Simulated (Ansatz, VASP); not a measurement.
**CdSe in VASP and in Ansatz**

```
Cd Se
1.0
     4.58055    0.00000    0.00000
     0.00000    4.58055    0.00000
     0.00000    0.00000    6.47787
Cd Se
2 2
Direct
  0.00000 0.50000 0.00000
  0.50000 0.00000 0.50000
  0.50000 0.50000 0.25000
  0.50000 0.50000 0.75000
```

Change from the starting cell: ordered vacancies on the anion sites of fluorite (P4_2/mmc, No. 131).

Alike in both runs: task relaxation of cell and atoms; functional PBE; k mesh 10 × 10 × 8; occupations gaussian, width 0.1 eV; no spin polarisation.

|  | VASP | Ansatz |
| --- | --- | --- |
| version | VASP 6.6.1 | Ansatz 0.2.0 |
| potentials or method | VASP PAW PBE potentials, release 64 (Cd, Se), cutoff 500 eV | scalar-relativistic, plane waves, PAW |
| valence electrons in the cell | 36 | 72 |

VASP gave:

| Quantity | Value |
| --- | --- |
| gap on the k mesh at the Fermi level, each at its own relaxed structure (eV) | none |
| relaxed volume (Å³/atom) | 30.99 |
| relaxed length of the cell vector where the two differ most in proportion (Å) | 4.105 |

Task: Which values does Ansatz return?

Result: gap on the k mesh at the Fermi level, each at its own relaxed structure (eV): none; relaxed volume (Å³/atom): 30.83; relaxed length of the cell vector where the two differ most in proportion (Å): 4.094.

A gap of «none» marks a metal or a gap that the smearing closes. VASP's potentials hold 36 valence electrons a cell and Ansatz's 72, so a difference there can come from the potentials and not from the codes.
